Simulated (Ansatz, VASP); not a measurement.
**Cu in VASP and in Ansatz**

Contents of INCAR:

```
SYSTEM = Cu
PREC     = Accurate       ! precision mode
ENCUT    = 520            ! plane-wave cutoff, eV
EDIFF    = 1E-6           ! SCF threshold, eV
ISMEAR   = 0              ! smearing method
SIGMA    = 0.15           ! smearing width, eV
LREAL    = .FALSE.        ! projectors in reciprocal space
LASPH    = .TRUE.         ! aspherical terms in the spheres
NELM     = 80             ! most SCF steps
ALGO     = Fast           ! electronic algorithm
ISIF     = 2              ! what is computed and relaxed
LWAVE    = .FALSE.        ! write WAVECAR
LCHARG   = .TRUE.         ! write CHGCAR
GGA      = PS             ! functional
LELF     = .TRUE.         ! ELF
LVHAR    = .TRUE.       
NBANDS   = 12             ! bands
```

File KPOINTS:

```
Automatic mesh
0
G
  24 24 24
  0 0 0
```

Contents of POSCAR:

```
Cu
1.0
    0.0000000000      1.9578345727      1.5934815588
    1.9578345727      0.0000000000      1.5934815588
    1.9578345727      1.9578345727      0.0000000000
Cu
1
Direct
    0.0000000000      0.0000000000      0.0000000000
```

Input for Ansatz:

```yaml
crystal:
  lattice:
    - [0.0, 1.9578345727, 1.5934815588]
    - [1.9578345727, 0.0, 1.5934815588]
    - [1.9578345727, 1.9578345727, 0.0]
  atoms:
    - { symbol: Cu, position: [0.0, 0.0, 0.0] }
basis:
  ecutwfc: 520.0
kpoints:
  mp_grid: { grid: [24, 24, 24] }
hamiltonian:
  xc: pbesol
  pseudopotentials: { kind: paw, azcp: { folder: soft_1 } }
scf:
  occupations: { method: gaussian, width: 0.15 }
output:
  forces: true
  stress: true
  eigenvalues: true
```

Alike in both runs: task single point; functional PBEsol; k mesh 24 × 24 × 24; occupations gaussian, width 0.15 eV; no spin polarisation.

```csv
,VASP,Ansatz
version,VASP 6.6.1,Ansatz 0.2.0
potentials or method,"VASP PAW PBE potentials, release 64 (Cu), cutoff 520 eV","scalar-relativistic, plane waves, PAW"
valence electrons in the cell,11,19
```

VASP gave:

- gap on the k mesh at the Fermi level (eV): none
- pressure (GPa): -9.4
- traceless stress, the component that is largest in VASP (GPa): 1.81

Task: What did Ansatz give for the same quantities?

Result: gap on the k mesh at the Fermi level (eV): none; pressure (GPa): -10.1; traceless stress, the component that is largest in VASP (GPa): 1.83.

VASP's potentials were made for PBE, not for PBEsol, and Ansatz warns of the same on its side. A gap of «none» marks a metal or a gap that the smearing closes. VASP's potentials hold 11 valence electrons a cell and Ansatz's 19, so a difference there can come from the potentials and not from the codes.
